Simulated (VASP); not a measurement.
A run of VASP 6.6.1:

INCAR

```
PREC = Accurate ; ENCUT = 520
EDIFF = 1E-6 ; ISMEAR = -1
SIGMA = 0.05 ; LREAL = F
LASPH = T ; NELM = 60
ALGO = Normal ; ISIF = 2
LWAVE = F ; LCHARG = T
GGA = B5 ; ALDAX = 1.0
AGGAX = 1.0 ; AGGAC = 1.0
ALDAC = 0.0 ; IVDW = 12
VDW_S6 = 1.0 ; VDW_S8 = 2.6996
VDW_A1 = 0.4298 ; VDW_A2 = 4.2359
LELF = T ; LVHAR = T
NBANDS = 16
```

The input KPOINTS:

```
regular mesh
0
Gamma
  8 8 8
```

Contents of POSCAR:

```
GaSb
1.0
    0.0000000000      3.0661949608      3.0661949608
    3.0661949608      0.0000000000      3.0661949608
    3.0661949608      3.0661949608      0.0000000000
Sb Ga
1 1
Direct
    0.7500000000      0.7500000000      0.7500000000
    0.0000000000      0.0000000000      0.0000000000
```

Potentials or basis: VASP PAW PBE potentials, release 64 (Sb, Ga_d).

Run with:

```sh
$ cat potpaw_PBE.64/Sb/POTCAR potpaw_PBE.64/Ga_d/POTCAR > POTCAR
$ mpirun -np 1 vasp_std > vasp.out
```

Hardware: 1 thread of Intel(R) Xeon(R) Platinum 8559C (Emerald Rapids) (shared host).

**Question.** Estimate the wall time of this run.

**Answer.** Run time: 25 s on 1 thread of Intel(R) Xeon(R) Platinum 8559C (Emerald Rapids), with other jobs on the host, peak memory 0.19 GiB. Counts: scf iterations 12, k points 29.
